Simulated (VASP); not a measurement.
CdSe (zincblende type), 2 atoms in the cell. The structure is cubic, space group F-43m (No. 216). The conventional cell has a = 5.284 Å, b = 5.284 Å, c = 5.284 Å, α = 90.00°, β = 90.00°, γ = 90.00°. Cd (site symmetry -43m) has 4 Se at 2.29 Å within 3.0 Å. Within 3.0 Å of Se (site symmetry -43m) lie 4 Cd at 2.29 Å. 

| Item | Value |
| --- | --- |
| Program | VASP 6.6.1 |
| Task | single point |
| Functional | LDA |
| Potentials or basis | VASP PAW LDA potentials, release 64 (Cd, Se) |
| Cutoff | 520 eV |
| k mesh | 12 × 12 × 12 |
| Occupations | fermi-dirac, width 0.05 eV |
| Spin | no spin polarisation |
| Dipole correction | no |
| Further INCAR settings | ALGO = Normal; EDIFF = 1e-06; NBANDS = 16 |

Potentials or basis: VASP PAW LDA potentials, release 64 (Cd, Se).

Command:

```sh
$ cat potpaw_LDA.64/Cd/POTCAR potpaw_LDA.64/Se/POTCAR > POTCAR
$ mpirun -np 1 vasp_std > vasp.out
```

Hardware: 1 thread of Intel(R) Xeon(R) 6975P-C (Granite Rapids), with other jobs on the host.

Q: How long does it take, and how much memory?

A: Wall time 16 s on 1 thread of Intel(R) Xeon(R) 6975P-C (Granite Rapids), with other jobs on the host, peak memory 0.17 GiB. Counts: scf iterations 12, k points 72.
